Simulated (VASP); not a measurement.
# PtSe2 in VASP: single point with AM05

Aim: the single point of PtSe2 with AM05.

All numbers are computed with VASP 6.6.1; they aren't measurements. Logs are shortened: lines on timing, memory, paths and dates and some standing lists are left out, and cuts for length are marked.

**1. The cell of the first run**

The cell holds a slab with vacuum, 9 atoms: a = 3.724 Å, b = 3.724 Å, c = 27.655 Å, α = 90.00°, β = 90.00°, γ = 120.00°.

**2. Single point, AM05**

POSCAR reads:

```
PtSe2
1.0
    3.7240006046      0.0000000000      0.0000000000
   -1.8620003023      3.2250791273      0.0000000000
    0.0000000000      0.0000000000     27.6550000000
Se Pt
6 3
Direct
    0.6666666667      0.3333333334      0.2711986982
    0.3333333333      0.6666666666      0.3627192189
    0.6666666667      0.3333333334      0.4542397396
    0.3333333333      0.6666666666      0.5457602604
    0.6666666667      0.3333333334      0.6372807811
    0.3333333333      0.6666666666      0.7288013018
    0.0000000000      0.0000000000      0.3169589586
    0.0000000000      0.0000000000      0.5000000000
    0.0000000000      0.0000000000      0.6830410414
```

INCAR.step1 reads:

```
SYSTEM = PtSe2
LDIPOL = .True.
IDIPOL = 3
DIPOL = 0.5 0.5 0.500
ISMEAR = 0
SIGMA = 0.03
LWAVE = .True.
LCHARG = .True.
ISIF = 0
NELM = 100
ALGO = Normal
PREC = Accurate
LASPH = .True.
LREAL = .False.
EDIFF = 1E-5
GGA_COMPAT = .False.
ENCUT = 400
EFERMI = MIDGAP
NELMDL = -8
GGA = PE
```

INCAR.step2 reads:

```
SYSTEM = PtSe2
GGA = AM
LDIPOL = .True.
IDIPOL = 3
DIPOL = 0.5 0.5 0.500
ISMEAR = 0
SIGMA = 0.03
LWAVE = .False.
LCHARG = .False.
ISIF = 0
NELM = 100
ALGO = All
PREC = Accurate
LASPH = .True.
LREAL = .False.
EDIFF = 1E-6
GGA_COMPAT = .False.
ENCUT = 400
EFERMI = MIDGAP
NELMDL = -8
ISTART = 1
ISEARCH = 1
```

KPOINTS reads:

```
k-points
0
Gamma
  5 5 1
```

Potentials or basis: VASP PAW PBE potentials, release 64 (Se, Pt).

Command:

```
> cat potpaw_PBE.64/Se/POTCAR potpaw_PBE.64/Pt/POTCAR > POTCAR
> cp INCAR.step1 INCAR
> mpirun -np 1 vasp_std > vasp.out
> cp INCAR.step2 INCAR
> mpirun -np 1 vasp_std > vasp.out
```

OUTCAR:

```text
SYSTEM = PtSe2
   GGA = AM
   ISMEAR = 0
   ISIF = 0
   NELM = 100
   PREC = Accurate
   LASPH = .True.
   LREAL = .False.
   EDIFF = 1E-6
   ENCUT = 400
   EFERMI = MIDGAP
   NELMDL = -8
   ISTART = 1

 Found      5 irreducible k-points:

 Following reciprocal coordinates:
            Coordinates               Weight
  0.000000  0.000000  0.000000      1.000000
  0.200000 -0.000000  0.000000      6.000000
  0.400000 -0.000000  0.000000      6.000000
  0.200000  0.200000  0.000000      6.000000
  0.400000  0.200000  0.000000      6.000000
   k-points           NKPTS =      5   k-points in BZ     NKDIM =      5   number of bands    NBANDS=     39
   number of dos      NEDOS =    301   number of ions     NIONS =      9
   total plane-waves  NPLWV = 103680
   dimension x,y,z NGX =    24 NGY =   24 NGZ =  180
   dimension x,y,z NGXF=    48 NGYF=   48 NGZF=  360
   ions per type =               6   3
   NGX,Y,Z   is equivalent  to a cutoff of  10.71, 10.71, 10.82 a.u.
   NGXF,Y,Z  is equivalent  to a cutoff of  21.43, 21.43, 21.64 a.u.
 SYSTEM =  PtSe2
   PREC   = accura    normal or accurate (medium, high low for compatibility)
   ISTART =      1    job   : 0-new  1-cont  2-samecut
   ICHARG =      0    charge: 1-file 2-atom 10-const
   ISPIN  =      1    spin polarized calculation?
   LNONCOLLINEAR =      F non collinear calculations
   LSORBIT =      F    spin-orbit coupling
   LASPH  =      T    aspherical Exc in radial PAW
   ENCUT  =  400.0 eV  29.40 Ry    5.42 a.u.   6.07  6.07 45.10*2*pi/ulx,y,z
   NELM   =    100;   NELMIN=  2; NELMDL= -8     # of ELM steps
   EDIFF  = 0.1E-05   stopping-criterion for ELM
   LREAL  =      F    real-space projection
   EDIFFG = 0.1E-04   stopping-criterion for IOM
   NSW    =      0    number of steps for IOM
   IBRION =     -1    ionic relax: 0-MD 1-quasi-New 2-CG
   NFREE  =      0    steps in history (QN), initial steepest desc. (CG)
   ISIF   =      0    stress and relaxation
   ISYM   =      2    0-nonsym 1-usesym 2-fastsym
   POTIM  = 0.5000    time-step for ionic-motion
   TEBEG  =    0.0;   TEEND  =   0.0 temperature during run

   SCALEE = 1.0000    scale energy and forces
   PSTRESS=    0.0 pullay stress
   NELECT =      66.0000    total number of electrons
   NUPDOWN=      -1.0000    fix difference up-down
   EMIN   =  10.00;   EMAX   =-10.00  energy-range for DOS
   EFERMI =   0.00;   METHOD = MIDGAP
   ISMEAR =     0;   SIGMA  =   0.03  broadening in eV -4-tet -1-fermi 0-gaus
   EFERMI_NEDOS =   21; number of points for ismear=-14 and -15
   IALGO  =     58    algorithm
   IMIX   =      4    mixing-type and parameters
     AMIX     =   0.40;   BMIX     =  1.00
     AMIX_MAG =   1.60;   BMIX_MAG =  1.00
  volume/ion in A,a.u.               =      36.90       249.04
  Fermi-wavevector in a.u.,A,eV,Ry     =   0.955319  1.805290 12.417133  0.912634
  Thomas-Fermi vector in A             =   2.084145
   LORBIT       =      0    0 simple, 1 ext, 2 COOP (PROOUT), +10 PAW based schemes
   GGA     = AM    functional components
   LHFCALC =     F    Hartree Fock is set to
   AEXX    =    0.0000 exact exchange contribution
   IVDW    =     0    specifies the selected vdW correction
   LEPSILON=     F    determine dielectric tensor
   LRPA    =     F    only Hartree local field effects (RPA)

   CSHIFT  =0.1000    complex shift for real part using Kramers Kronig

   OMEGAMAX=  -1.0    maximum frequency
 non-spin polarized calculation
 Gauss-broadening in eV      SIGMA  =   0.03
  energy-cutoff  :      400.00
  volume of cell :      332.14
 maximum number of plane-waves:      6074
   NGX = 13   NGY = 13   NGZ = 91

 added-field ion interaction         -0.000000 eV  (added to PSCEN)

 number of electron      65.9999986 magnetization

 DIPCOR: dipole corrections for dipol
 direction  3 min pos     1,
 dipolmoment           0.000000      0.000000     -0.000000 electrons x Angstroem
 Tr[quadrupol]      -102.524019

 energy correction for charged system         0.000000 eV

 dipol+quadrupol energy correction           -0.000000 eV

 added-field ion interaction          0.000000 eV  (added to PSCEN)

 Free energy of the ion-electron system (eV)
  ---------------------------------------------------
  ext. energy  EPLUGINS =         0.00000000
  ---------------------------------------------------
  free energy    TOTEN  =       -45.19689280 eV

  energy without entropy =      -45.19689280  energy(sigma->0) =      -45.19689280

 E-fermi :   1.5648     XC(G=0):  -6.9277

 val. band max:        1.3054761071   @ k =   0.0000   0.0000   0.0000
 cond. band min:       1.8283428604   @ k =   0.4000   0.2000   0.0000
 fundamental gap:      0.5228667533
 Fermi energy:         1.5647709310

 k-point     1 :       0.0000    0.0000    0.0000
  band No.  band energies     occupation
      1     -14.2569      2.00000
      2     -13.9585      2.00000
      3     -13.7832      2.00000
      4     -12.3618      2.00000
      5     -11.8740      2.00000
      6     -11.5890      2.00000
[... 31 lines left out ...]
     38       3.4153      0.00000
     39       3.6536      0.00000

 k-point     2 :       0.2000   -0.0000    0.0000
  band No.  band energies     occupation
      1     -13.8275      2.00000
      2     -13.5405      2.00000
      3     -13.3672      2.00000
      4     -12.3274      2.00000
      5     -11.9275      2.00000
      6     -11.7359      2.00000
[... 31 lines left out ...]
     38       3.0264      0.00000
     39       3.2688      0.00000

 k-point     3 :       0.4000   -0.0000    0.0000
  band No.  band energies     occupation
      1     -12.8780      2.00000
      2     -12.6728      2.00000
      3     -12.5261      2.00000
      4     -12.2825      2.00000
      5     -12.0670      2.00000
      6     -12.0263      2.00000
[... 31 lines left out ...]
     38       3.1139      0.00000
     39       5.1664      0.00000

 k-point     4 :       0.2000    0.2000    0.0000
  band No.  band energies     occupation
      1     -13.1216      2.00000
      2     -12.8782      2.00000
      3     -12.7199      2.00000
      4     -12.2788      2.00000
      5     -12.0166      2.00000
      6     -11.9476      2.00000
[... 31 lines left out ...]
     38       2.9380      0.00000
     39       3.6717      0.00000

 k-point     5 :       0.4000    0.2000    0.0000
  band No.  band energies     occupation
      1     -12.4478      2.00000
      2     -12.4239      2.00000
      3     -12.2569      2.00000
      4     -12.2271      2.00000
      5     -12.1042      2.00000
      6     -12.1029      2.00000
[... 31 lines left out ...]
     38       2.8689      0.00000
     39       4.0938      0.00000

------------------------ aborting loop because EDIFF is reached ----------------------------------------

 vacuum level on the upper side and lower side of the slab       (xc-potential included)        -4.740        -4.740

 VOLUME and BASIS-vectors are now :
 -----------------------------------------------------------------------------
  energy-cutoff  :      400.00
  volume of cell :      332.14
      direct lattice vectors                 reciprocal lattice vectors
     3.724000605  0.000000000  0.000000000     0.268528420  0.155034956  0.000000000
    -1.862000302  3.225079127  0.000000000     0.000000000  0.310069912  0.000000000
     0.000000000  0.000000000 27.655000000     0.000000000  0.000000000  0.036159826

 POSITION                                       TOTAL-FORCE (eV/Angst)
 -----------------------------------------------------------------------------------
      1.86200      1.07503      7.50000         0.000000     -0.000000     -0.258698
     -0.00000      2.15005     10.03100         0.000000     -0.000000      0.029701
      1.86200      1.07503     12.56200        -0.000000     -0.000000     -0.126131
     -0.00000      2.15005     15.09300        -0.000000      0.000000      0.126131
      1.86200      1.07503     17.62400        -0.000000      0.000000     -0.029701
     -0.00000      2.15005     20.15500        -0.000000      0.000000      0.258698
      0.00000      0.00000      8.76550        -0.000000     -0.000000      0.260471
      0.00000      0.00000     13.82750        -0.000000      0.000000      0.000000
      0.00000      0.00000     18.88950         0.000000      0.000000     -0.260471
 -----------------------------------------------------------------------------------
    total drift:                                0.000000     -0.000000     -0.000000

  FREE ENERGIE OF THE ION-ELECTRON SYSTEM (eV)
  ---------------------------------------------------
  free  energy   TOTEN  =       -45.1968928045 eV

  energy  without entropy=      -45.1968928045  energy(sigma->0) =      -45.19689280

 vacuum level on the upper side and lower side of the slab         1.212         1.212
```

OUTCAR.step1:

```text
SYSTEM = PtSe2
   ISMEAR = 0
   ISIF = 0
   NELM = 100
   PREC = Accurate
   LASPH = .True.
   LREAL = .False.
   EDIFF = 1E-5
   ENCUT = 400
[... 337 lines left out ...]
      0.00000      0.00000     13.82750         0.000000      0.000000     -0.000000
      0.00000      0.00000     18.88950         0.000000     -0.000000     -0.243108
 -----------------------------------------------------------------------------------
    total drift:                               -0.000000     -0.000000      0.000000

  FREE ENERGIE OF THE ION-ELECTRON SYSTEM (eV)
  ---------------------------------------------------
  free  energy   TOTEN  =       -42.6788332514 eV

  energy  without entropy=      -42.6788332514  energy(sigma->0) =      -42.67883325

 vacuum level on the upper side and lower side of the slab         5.977         5.977
```

OSZICAR.step1:

```text
N       E                     dE             d eps       ncg     rms          rms(c)
DAV:   1     0.430476142001E+03    0.43048E+03   -0.23624E+04   390   0.114E+03
DAV:   2    -0.315993243522E+01   -0.43364E+03   -0.41799E+03   502   0.243E+02
DAV:   3    -0.438037413976E+02   -0.40644E+02   -0.39427E+02   477   0.769E+01
DAV:   4    -0.450717137918E+02   -0.12680E+01   -0.12548E+01   464   0.143E+01
DAV:   5    -0.451084871214E+02   -0.36773E-01   -0.36713E-01   478   0.232E+00
DAV:   6    -0.451098093207E+02   -0.13222E-02   -0.13221E-02   512   0.458E-01
DAV:   7    -0.451098589474E+02   -0.49627E-04   -0.49626E-04   509   0.803E-02
DAV:   8    -0.451098599036E+02   -0.95618E-06   -0.95630E-06   311   0.113E-02    0.225E+01
DAV:   9    -0.432248370445E+02    0.18850E+01   -0.14209E+01   397   0.260E+01    0.131E+01
DAV:  10    -0.428506089753E+02    0.37423E+00   -0.43865E+00   390   0.153E+01    0.551E+00
DAV:  11    -0.426952715951E+02    0.15534E+00   -0.33779E-01   390   0.418E+00    0.135E+00
DAV:  12    -0.426777555167E+02    0.17516E-01   -0.12025E-01   397   0.223E+00    0.326E-01
DAV:  13    -0.426786382343E+02   -0.88272E-03   -0.98423E-03   469   0.479E-01    0.283E-01
DAV:  14    -0.426790386962E+02   -0.40046E-03   -0.70541E-04   432   0.146E-01    0.213E-01
DAV:  15    -0.426789594025E+02    0.79294E-04   -0.13145E-03   442   0.249E-01    0.144E-01
DAV:  16    -0.426789360605E+02    0.23342E-04   -0.34559E-04   404   0.106E-01    0.132E-01
DAV:  17    -0.426788655457E+02    0.70515E-04   -0.72172E-05   404   0.307E-02    0.898E-02
DAV:  18    -0.426788334816E+02    0.32064E-04   -0.79314E-05   425   0.324E-02    0.370E-02
DAV:  19    -0.426788332514E+02    0.23018E-06   -0.71506E-06   195   0.108E-02
   1 F= -.42678833E+02 E0= -.42678833E+02  d E =-.353840E-38
```

Run time: 4.4 min. Hardware: 1 thread of Intel Xeon 6975P-C (Granite Rapids), shared host; peak memory 0.34 GiB.

Results:

* Free energy: -45.1969 eV
* Largest force: 0.260 eV/Å
* Band gap on the k mesh: 0.52 eV (least direct gap 0.85 eV)

Forces in eV/Å, atoms in the order of the input:
```
Se   0.000  0.000 -0.259
Se   0.000  0.000  0.030
Se   0.000  0.000 -0.126
Se   0.000  0.000  0.126
Se   0.000  0.000 -0.030
Se   0.000  0.000  0.259
Pt   0.000  0.000  0.260
Pt   0.000  0.000  0.000
Pt   0.000  0.000 -0.260
```

Caveat: the PAW data sets were made with another functional, which shifts forces and pressure a little; spin-orbit coupling is left out, which moves the levels of the heavy elements.
